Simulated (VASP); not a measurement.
A run of VASP 6.6.1:

File INCAR:

```
SYSTEM = SiC
  ALGO = Normal
  EDIFF = 1E-6
  ENCUT = 520
  GGA = PE
  ISIF = 2
  ISMEAR = -1
  LASPH = .True.
  LCHARG = .False.
  LREAL = Auto
  LWAVE = .False.
  NBANDS = 46
  NELM = 100
  PREC = Accurate
  SIGMA = 0.02
```

KPOINTS

```
k-points
0
Gamma
  3 3 4
  0 0 0
```

File POSCAR:

```
SiC
1.0
    6.1507125031      0.0000000001      0.0000000000
   -3.0753562516      5.3266732790      0.0000000000
    0.0000000000      0.0000000000      5.0481081077
Si C
8 8
Direct
    0.1651779695      0.3305806284      0.0063106810
    0.3365340679      0.1669745737      0.4981458294
    0.1713696497      0.8366602881     -0.0012040154
    0.3275696579      0.6648464838      0.5054974944
    0.6693563950      0.3361278055     -0.0050624906
    0.8352827968      0.1661652505      0.4972546044
    0.6663002622      0.8295875809     -0.0001230164
    0.8308738322      0.6687547393      0.4930266838
    0.1662747234      0.3390530835      0.3808111790
    0.3368199532      0.1663214456      0.8753021738
    0.1663626379      0.8376075960      0.3775654085
    0.3280719669      0.6611368514      0.8844467877
    0.6701121563      0.3321934549      0.3733256023
    0.8303333361      0.1628954799      0.8687323858
    0.6636948272      0.8348050964      0.3730724382
    0.8325672515      0.6666947293      0.8767619285
```

Potentials or basis: VASP PAW PBE potentials, release 64 (Si, C).

Launch:

```bash
$ cat potpaw_PBE.64/Si/POTCAR potpaw_PBE.64/C/POTCAR > POTCAR
$ mpirun -np 1 vasp_std > vasp.out
```

Hardware: 1 thread of Intel(R) Xeon(R) 6975P-C (Granite Rapids), on a shared host.

Task: Estimate the wall time of this run.

Result: It took 120 s on 1 thread of Intel(R) Xeon(R) 6975P-C (Granite Rapids), with other jobs on the host, peak memory 0.31 GiB. Counts: scf iterations 15, k points 19.
